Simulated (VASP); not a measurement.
# Te (Fmmm) in VASP: single point with r2SCAN

Aim: the single point of Te with r2SCAN.

Program: VASP 6.6.1. These are calculated values, not measurements. Logs are shortened: lines on timing, memory, paths and dates and some standing lists are left out, and cuts for length are marked.

**1. The cell of the first run**

The structure is orthorhombic, space group Fmmm (No. 69). The conventional cell has a = 4.828 Å, b = 4.843 Å, c = 11.515 Å, α = 90.00°, β = 90.00°, γ = 90.00°. Within 3.6 Å of Te (site symmetry mm2) lie 5 Te at 2.70 to 3.42 Å.

**2. Single point, r2SCAN**

The input, POSCAR:

```
Te
1.0
    0.0000000000      2.4215435285      5.7574670975
    2.4142051195      0.0000000000      5.7574670975
    2.4142051195      2.4215435285      0.0000000000
Te
2
Direct
    0.8828867981      0.8828867981      0.1171132019
    0.1171132019      0.1171132019      0.8828867981
```

The input, INCAR.step1:

```
ALGO     = Normal         # electronic algorithm
EDIFF    = 1E-4           # SCF threshold, eV
ENCUT    = 520            # plane-wave cutoff, eV
GGA      = PE             # functional
ISMEAR   = 0              # smearing method
LASPH    = T              # aspherical terms in the spheres
LCHARG   = F              # write CHGCAR
LREAL    = F              # projectors in reciprocal space
LWAVE    = T              # write WAVECAR
NBANDS   = 13             # bands
NELM     = 80             # most SCF steps
PREC     = Accurate       # precision mode
SIGMA    = 0.1            # smearing width, eV
```

The input, INCAR.step2:

```
ALGO     = Normal         # electronic algorithm
EDIFF    = 1E-6           # SCF threshold, eV
ENCUT    = 520            # plane-wave cutoff, eV
ISIF     = 2              # what is computed and relaxed
ISMEAR   = 0              # smearing method
ISTART   = 1            
LASPH    = T              # aspherical terms in the spheres
LCHARG   = F              # write CHGCAR
LMIXTAU  = T            
LREAL    = F              # projectors in reciprocal space
LWAVE    = F              # write WAVECAR
METAGGA  = R2SCAN         # meta-GGA
NBANDS   = 13             # bands
NELM     = 80             # most SCF steps
PREC     = Accurate       # precision mode
SIGMA    = 0.1            # smearing width, eV
```

The input, KPOINTS:

```
k-points
0
Gamma
  16 16 16
```

Potentials or basis: VASP PAW PBE potentials, release 64 (Te).

Started as:

```
$ cat potpaw_PBE.64/Te/POTCAR > POTCAR
$ cp INCAR.step1 INCAR
$ mpirun -np 1 vasp_std > vasp.out
$ cp INCAR.step2 INCAR
$ mpirun -np 1 vasp_std > vasp.out
```

OUTCAR:

```text
EDIFF = 1E-6
   ENCUT = 520
   ISIF = 2
   ISMEAR = 0
   ISTART = 1
   LASPH = T
   LREAL = F
   METAGGA = R2SCAN
   NELM = 80
   PREC = Accurate

 ion  position               nearest neighbor table
   1  0.883  0.883  0.117-   2 2.70
   2  0.117  0.117  0.883-   1 2.70

  LATTYP: Found a face centered orthorhombic cell.
 ALAT       =     4.8284102390
 B/A-ratio  =     1.0030396792
 C/A-ratio  =     2.3848292968

  Lattice vectors:

 A1 = (   0.0000000000,   2.4215435285,   5.7574670975)
 A2 = (   2.4142051195,   0.0000000000,   5.7574670975)
 A3 = (   2.4142051195,   2.4215435285,   0.0000000000)

Analysis of symmetry for initial positions (statically):
=====================================================================
 Subroutine PRICEL returns:
 Original cell was already a primitive cell.

 Routine SETGRP: Setting up the symmetry group for a
 face centered orthorhombic supercell.

 Subroutine GETGRP returns: Found  8 space group operations
 (whereof  8 operations were pure point group operations)
 out of a pool of  8 trial point group operations.

The static configuration has the point symmetry D_2h.

Analysis of symmetry for dynamics (positions and initial velocities):
=====================================================================
 Subroutine PRICEL returns:
 Original cell was already a primitive cell.

 Routine SETGRP: Setting up the symmetry group for a
 face centered orthorhombic supercell.

 Subroutine GETGRP returns: Found  8 space group operations
 (whereof  8 operations were pure point group operations)
 out of a pool of  8 trial point group operations.

The dynamic configuration has the point symmetry D_2h.

 Subroutine INISYM returns: Found  8 space group operations
 (whereof  8 operations are pure point group operations),
 and found     1 'primitive' translations

----------------------------------------------------------------------------------------

                                     Primitive cell

  volume of cell :      67.3175

  direct lattice vectors                    reciprocal lattice vectors
     0.000000000  2.421543528  5.757467098    -0.207107505  0.206479873  0.086843744
     2.414205120  0.000000000  5.757467098     0.207107505 -0.206479873  0.086843744
     2.414205120  2.421543528  0.000000000     0.207107505  0.206479873 -0.086843744

  length of vectors
     6.245982744  6.243141336  3.419394598     0.305072602  0.305072602  0.305072602

  position of ions in fractional coordinates (direct lattice)
     0.882886798  0.882886798  0.117113202
     0.117113202  0.117113202  0.882886798

  ion indices of the primitive-cell ions
   primitive index   ion index
                 1           1
                 2           2

----------------------------------------------------------------------------------------

 KPOINTS: k-points

Automatic generation of k-mesh.
 Grid dimensions read from file:
 generate k-points for:   16   16   16

 Generating k-lattice:

  Cartesian coordinates                     Fractional coordinates (reciprocal lattice)
    -0.012944219  0.012904992  0.005427734     0.062500000 -0.000000000  0.000000000
     0.012944219 -0.012904992  0.005427734    -0.000000000  0.062500000  0.000000000
     0.012944219  0.012904992 -0.005427734     0.000000000  0.000000000  0.062500000

  Length of vectors
     0.019067038  0.019067038  0.019067038

  Shift w.r.t. Gamma in fractional coordinates (k-lattice)
     0.000000000  0.000000000  0.000000000

 Subroutine IBZKPT returns following result:
 ===========================================

 Found    621 irreducible k-points:

 Following reciprocal coordinates:
            Coordinates               Weight
  0.000000  0.000000  0.000000      1.000000
  0.062500  0.000000 -0.000000      8.000000
  0.125000  0.000000 -0.000000      8.000000
  0.187500  0.000000 -0.000000      8.000000
  0.250000  0.000000 -0.000000      8.000000
  0.312500  0.000000 -0.000000      8.000000
[... 16 lines left out ...]
 -0.125000  0.062500  0.000000      8.000000
 -0.062500  0.062500  0.000000      4.000000
 [... further k-points ...]
   k-points           NKPTS =    621   k-points in BZ     NKDIM =    621   number of bands    NBANDS=     13
   number of dos      NEDOS =    301   number of ions     NIONS =      2
   total plane-waves  NPLWV =  64512
   dimension x,y,z NGX =    48 NGY =   48 NGZ =   28
   dimension x,y,z NGXF=    96 NGYF=   96 NGZF=   56
   ions per type =               2
   NGX,Y,Z   is equivalent  to a cutoff of  12.78, 12.78, 13.61 a.u.
   NGXF,Y,Z  is equivalent  to a cutoff of  25.55, 25.56, 27.23 a.u.
 SYSTEM =  unknown system
   PREC   = accura    normal or accurate (medium, high low for compatibility)
   ISTART =      1    job   : 0-new  1-cont  2-samecut
   ICHARG =      0    charge: 1-file 2-atom 10-const
   ISPIN  =      1    spin polarized calculation?
   LNONCOLLINEAR =      F non collinear calculations
   LSORBIT =      F    spin-orbit coupling
   LASPH  =      T    aspherical Exc in radial PAW
   ENCUT  =  520.0 eV  38.22 Ry    6.18 a.u.  11.61 11.61  6.36*2*pi/ulx,y,z
   NELM   =     80;   NELMIN=  2; NELMDL=  0     # of ELM steps
   EDIFF  = 0.1E-05   stopping-criterion for ELM
   LREAL  =      F    real-space projection
   EDIFFG = 0.1E-04   stopping-criterion for IOM
   NSW    =      0    number of steps for IOM
   IBRION =     -1    ionic relax: 0-MD 1-quasi-New 2-CG
   NFREE  =      0    steps in history (QN), initial steepest desc. (CG)
   ISIF   =      2    stress and relaxation
   ISYM   =      2    0-nonsym 1-usesym 2-fastsym
   POTIM  = 0.5000    time-step for ionic-motion
   TEBEG  =    0.0;   TEEND  =   0.0 temperature during run
   PSTRESS=    0.0 pullay stress
   NELECT =      12.0000    total number of electrons
   NUPDOWN=      -1.0000    fix difference up-down
   EMIN   =  10.00;   EMAX   =-10.00  energy-range for DOS
   EFERMI =   0.00;   METHOD = LEGACY
   ISMEAR =     0;   SIGMA  =   0.10  broadening in eV -4-tet -1-fermi 0-gaus
   EFERMI_NEDOS =   21; number of points for ismear=-14 and -15
   IALGO  =     38    algorithm
   IMIX   =      4    mixing-type and parameters
     AMIX     =   0.40;   BMIX     =  1.00
     AMIX_MAG =   1.60;   BMIX_MAG =  1.00
  volume/ion in A,a.u.               =      33.66       227.14
  Fermi-wavevector in a.u.,A,eV,Ry     =   0.921353  1.741104 11.549862  0.848891
  Thomas-Fermi vector in A             =   2.046760
   LORBIT       =      0    0 simple, 1 ext, 2 COOP (PROOUT), +10 PAW based schemes
   METAGGA = R2SCAN    functional components
   LHFCALC =     F    Hartree Fock is set to
   AEXX    =    0.0000 exact exchange contribution
   IVDW    =     0    specifies the selected vdW correction
   LEPSILON=     F    determine dielectric tensor
   LRPA    =     F    only Hartree local field effects (RPA)
 non-spin polarized calculation
 Gauss-broadening in eV      SIGMA  =   0.10
  energy-cutoff  :      520.00
  volume of cell :       67.32
 maximum number of plane-waves:      1837
   NGX = 23   NGY = 23   NGZ = 13

 number of electron      12.0000000 magnetization

 Free energy of the ion-electron system (eV)
  ---------------------------------------------------
  ext. energy  EPLUGINS =         0.00000000
  ---------------------------------------------------
  free energy    TOTEN  =       -50.48892426 eV

  energy without entropy =      -50.48391358  energy(sigma->0) =      -50.48641892

 E-fermi :   5.9218     XC(G=0):  -9.5870

 val. band max:        5.9202084816   @ k =   0.4375   0.2500   0.1875
 cond. band min:       5.9218608735   @ k =  -0.1250   0.0000   0.0625
 fundamental gap:      0.0016523919
 Fermi energy:         5.9218314698

 k-point     1 :       0.0000    0.0000    0.0000
  band No.  band energies     occupation
      1      -8.2754      2.00000
      2      -5.1308      2.00000
      3      -0.1760      2.00000
      4       6.2635      0.00000
      5       6.2746      0.00000
      6       7.3010      0.00000
      7       7.3166      0.00000
      8       8.9027      0.00000
      9      11.8303      0.00000
     10      12.2393      0.00000
     11      12.8594      0.00000
     12      13.8628      0.00000
     13      15.2497      0.00000

 k-point     2 :       0.0625    0.0000   -0.0000
  band No.  band energies     occupation
      1      -8.2358      2.00000
      2      -5.1097      2.00000
      3      -0.1189      2.00000
      4       5.8787      1.45837
      5       6.2878      0.00000
      6       6.8850      0.00000
      7       7.3568      0.00000
      8       8.9742      0.00000
      9      11.9770      0.00000
     10      12.5610      0.00000
     11      13.1196      0.00000
     12      14.0635      0.00000
     13      15.3377      0.00000

 k-point     3 :       0.1250    0.0000   -0.0000
  band No.  band energies     occupation
      1      -8.1194      2.00000
      2      -5.0479      2.00000
      3       0.0470      2.00000
      4       4.9651      2.00000
      5       5.9996      0.27137
      6       6.3438      0.00000
      7       7.4944      0.00000
      8       8.9983      0.00000
      9      12.1018      0.00000
     10      13.4614      0.00000
     11      13.5444      0.00000
     12      14.8482      0.00000
     13      15.5184      0.00000

 k-point     4 :       0.1875    0.0000   -0.0000
  band No.  band energies     occupation
      1      -7.9337      2.00000
      2      -4.9496      2.00000
      3       0.3038      2.00000
      4       3.8844      2.00000
      5       5.0352      2.00000
      6       6.4356      0.00000
      7       7.7051      0.00000
      8       8.8827      0.00000
      9      12.2240      0.00000
     10      13.7393      0.00000
     11      14.2962      0.00000
     12      15.3175      0.00000
     13      15.8600      0.00000

 k-point     5 :       0.2500    0.0000   -0.0000
  band No.  band energies     occupation
      1      -7.6934      2.00000
      2      -4.8242      2.00000
      3       0.6110      2.00000
      4       2.8335      2.00000
      5       4.1575      2.00000
      6       6.5563      0.00000
      7       7.9636      0.00000
      8       8.6300      0.00000
      9      12.3452      0.00000
     10      13.6538      0.00000
     11      14.1851      0.00000
     12      15.3437      0.00000
     13      16.9068      0.00000
[... 257 lines left out ...]
 k-point    22 :      -0.1875    0.0625    0.0000
  band No.  band energies     occupation
      1      -7.7249      2.00000
      2      -4.7158      2.00000
      3       0.4087      2.00000
      4       2.9633      2.00000
      5       3.9689      2.00000
      6       6.6204      0.00000
      7       7.8661      0.00000
      8       9.0189      0.00000
      9      12.4527      0.00000
     10      13.6503      0.00000
     11      14.0859      0.00000
     12      15.6046      0.00000
     13      16.7594      0.00000

 k-point    23 :      -0.1250    0.0625    0.0000
  band No.  band energies     occupation
      1      -7.9565      2.00000
      2      -4.8673      2.00000
      3       0.1554      2.00000
      4       3.9747      2.00000
      5       4.9058      2.00000
      6       6.4904      0.00000
      7       7.6252      0.00000
      8       9.1579      0.00000
      9      12.3152      0.00000
     10      13.7070      0.00000
     11      14.1763      0.00000
     12      15.6731      0.00000
     13      15.8897      0.00000

 k-point    24 :      -0.0625    0.0625    0.0000
  band No.  band energies     occupation
      1      -8.1313      2.00000
      2      -5.0035      2.00000
      3      -0.0314      2.00000
      4       5.0101      2.00000
      5       5.9368      0.83245
      6       6.3762      0.00000
      7       7.4485      0.00000
      8       9.1356      0.00000
      9      12.1489      0.00000
     10      13.4395      0.00000
     11      13.5744      0.00000
     12      14.9411      0.00000
     13      15.2301      0.00000

 [... further k-points ...]

------------------------ aborting loop because EDIFF is reached ----------------------------------------

  FORCE on cell =-STRESS in cart. coord.  units (eV):
  Direction    XX          YY          ZZ          XY          YZ          ZX
  --------------------------------------------------------------------------------------
  -------------------------------------------------------------------------------------
  Total       -0.0099407     -0.0206310      0.0441726     -0.0000000      0.0000000      0.0000000
  in kB       -0.2365914     -0.4910252      1.0513216     -0.0000000      0.0000000      0.0000000
  external PRESSURE =       0.1079017 kB  Pullay stress =       0.0000000 kB

 VOLUME and BASIS-vectors are now :
 -----------------------------------------------------------------------------
  energy-cutoff  :      520.00
  volume of cell :       67.32
      direct lattice vectors                 reciprocal lattice vectors
     0.000000000  2.421543528  5.757467098    -0.207107505  0.206479873  0.086843744
     2.414205120  0.000000000  5.757467098     0.207107505 -0.206479873  0.086843744
     2.414205120  2.421543528  0.000000000     0.207107505  0.206479873 -0.086843744

 POSITION                                       TOTAL-FORCE (eV/Angst)
 -----------------------------------------------------------------------------------
      2.41421      2.42154     10.16638         0.000000      0.000000     -0.023512
      2.41421      2.42154      1.34855         0.000000      0.000000      0.023512
 -----------------------------------------------------------------------------------
    total drift:                               -0.000000     -0.000000      0.000000

  FREE ENERGIE OF THE ION-ELECTRON SYSTEM (eV)
  ---------------------------------------------------
  free  energy   TOTEN  =       -50.4889242624 eV

  energy  without entropy=      -50.4839135807  energy(sigma->0) =      -50.48641892
```

Wall time 51 min (1 thread of Intel Xeon 8259CL, shared host); peak memory 0.61 GiB.

Results:

```yaml
Free_energy: -50.4889 eV
Pressure: 0.0 GPa
Largest_force: 0.024 eV/Å
Band_gap_on_the_k_mesh: zero (bands 6 and 7 overlap by 4.29 eV)
```

Forces in eV/Å, atoms in the order of the input:
```
Te   0.000  0.000 -0.024
Te   0.000  0.000  0.024
```

Stress tensor (GPa, compression positive):
```
-0.02  0.00  0.00
 0.00 -0.05  0.00
 0.00  0.00  0.11
```

Caveat: the PAW data sets were made with another functional, which shifts forces and pressure a little; spin-orbit coupling is left out, which moves the levels of the heavy elements.
